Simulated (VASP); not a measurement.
# Fe: single point with LDA

The system is Fe.

```
CELL_PARAMETERS angstrom
2.10078 0.00000 0.00000
-1.05039 1.81933 0.00000
0.00000 0.00000 1.91087
ATOMIC_POSITIONS crystal
Fe 0.00000 0.00000 0.00000
```

| Property | Result |
| --- | --- |
| Program | VASP 6.6.1 |
| Task | single point |
| Functional | LDA |
| Potentials or basis | VASP PAW LDA potentials, release 64 (Fe) |
| Cutoff | 520 eV |
| k mesh | 21 × 21 × 19 |
| Occupations | fermi-dirac, width 0.05 eV |
| Spin | collinear spin, ferromagnetic start |
| Starting moments | [2.5] μB |

```json
{"Pressure": "206.9 GPa", "Band gap on the k mesh": "zero (filled and empty bands overlap)", "Net moment": "0.00 μB per cell"}
```

Stress tensor (GPa, compression positive):
```
211.62   0.00   0.00
  0.00 211.62   0.00
  0.00   0.00 197.34
```

Levels at points of the mesh, in eV from the Fermi level:
Spin up:
| k point | band 1 | band 2 | band 3 | band 4 | band 5 | band 6 | band 7 | band 8 |
| --- | --- | --- | --- | --- | --- | --- | --- | --- |
| (0.00, 0.00, 0.00) | -10.95 | -6.89 | -2.85 | -2.85 | 2.02 | 2.02 | 25.15 | 28.71 |
Spin down:
| k point | band 2 | band 3 | band 4 | band 5 | band 6 | band 7 |
| --- | --- | --- | --- | --- | --- | --- |
| (0.00, 0.00, 0.00) | -6.89 | -2.85 | -2.85 | 2.02 | 2.02 | 25.15 |

Run time: 41 s on 1 thread of Intel(R) Xeon(R) 6975P-C (Granite Rapids), on a shared host, peak memory 0.18 GiB.

Caveat: the starting moments collapsed, and a magnetic state may lie lower.
